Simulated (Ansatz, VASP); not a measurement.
**InSb: VASP beside Ansatz**

INCAR

```
SYSTEM = InSb
PREC = Accurate
ENCUT = 520
EDIFF = 1E-6
ISMEAR = -1
SIGMA = 0.08
LREAL = .FALSE.
LASPH = .TRUE.
NELM = 100
ALGO = Normal
ISIF = 2
LWAVE = .FALSE.
LCHARG = .FALSE.
GGA = PE
NBANDS = 16
```

The input KPOINTS:

```
regular mesh
0
G
  12 12 12
  0 0 0
```

The input POSCAR:

```
InSb
1.0
    0.0000000000      3.0906676970      3.0444237753
    3.0906676970      0.0000000000      3.0444237753
    3.0906676970      3.0906676970      0.0000000000
In Sb
1 1
Direct
    0.0000000000      0.0000000000      0.0000000000
    0.5000000000      0.5000000000      0.5000000000
```

Input for Ansatz:

```yaml
crystal:
  lattice:
    - [0.0, 3.090667697, 3.0444237753]
    - [3.090667697, 0.0, 3.0444237753]
    - [3.090667697, 3.090667697, 0.0]
  atoms:
    - { symbol: In, position: [0.0, 0.0, 0.0] }
    - { symbol: Sb, position: [0.5, 0.5, 0.5] }
kpoints:
  mp_grid: { grid: [12, 12, 12] }
scf:
  occupations: { method: fermi_dirac, width: 0.08 }
hamiltonian:
  xc: pbe
  pseudopotentials: { kind: all_electron, lapw: { basis_error: 0.00025 } }
output:
  forces: true
  stress: true
  eigenvalues: true
```

Change from the starting cell: z stretched by -1 % at fixed volume.

Alike in both runs: task single point; functional PBE; k mesh 12 × 12 × 12; occupations fermi-dirac, width 0.08 eV; no spin polarisation.

|  | VASP | Ansatz |
| --- | --- | --- |
| version | VASP 6.6.1 | Ansatz 0.2.0 |
| potentials or method | VASP PAW PBE potentials, release 64 (In_d, Sb), cutoff 520 eV | all-electron LAPW, scalar-relativistic |

```tsv
	VASP	Ansatz	Ansatz less VASP
pressure (GPa)	0.0	0.0	+0.04
traceless stress, the component that is largest in VASP (GPa)	0.88	0.88	+0.002
```

Ansatz ran all-electron here, and VASP with PAW potentials.

Spin-orbit coupling is off throughout.
